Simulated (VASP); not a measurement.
**BN: single point with LDA**

BN:

```
B N
1.0
     0.00000    1.79027    1.79027
     1.79027    0.00000    1.79027
     1.79027    1.79027    0.00000
B N
1 1
Direct
  0.00000 0.00000 0.00000
  0.75000 0.75000 0.75000
```

```yaml
Program: VASP 6.6.1
Task: single point
Functional: LDA
Potentials_or_basis: VASP PAW LDA potentials, release 64 (B, N)
Cutoff: 520 eV
k_mesh: 12 × 12 × 12
Occupations: gaussian, width 0.02 eV
Spin: no spin polarisation
```

| Property | Result |
| --- | --- |
| Pressure | 1.0 GPa |
| Band gap on the k mesh | 4.38 eV, indirect (least direct gap 8.82 eV) |

Levels at points of the mesh, in eV from the valence-band top:
| k point | band 2 | band 3 | band 4 | band 5 | band 6 | band 7 |
| --- | --- | --- | --- | --- | --- | --- |
| (0.00, 0.00, 0.00) | 0.00 | 0.00 | 0.00 | 8.82 | 8.82 | 8.82 |
| (0.50, 0.00, 0.00) | -10.98 | -2.00 | -2.00 | 10.59 | 10.72 | 10.72 |
| (0.50, 0.50, 0.00) | -9.07 | -5.07 | -5.07 | 4.38 | 9.31 | 18.14 |

It took 5.4 s on 1 thread of Intel(R) Xeon(R) Platinum 8488C (Sapphire Rapids), with other jobs on the host, peak memory 0.11 GiB.

A k mesh can miss the band edges. A hybrid or GW would open this gap; LDA tends to underestimate it.
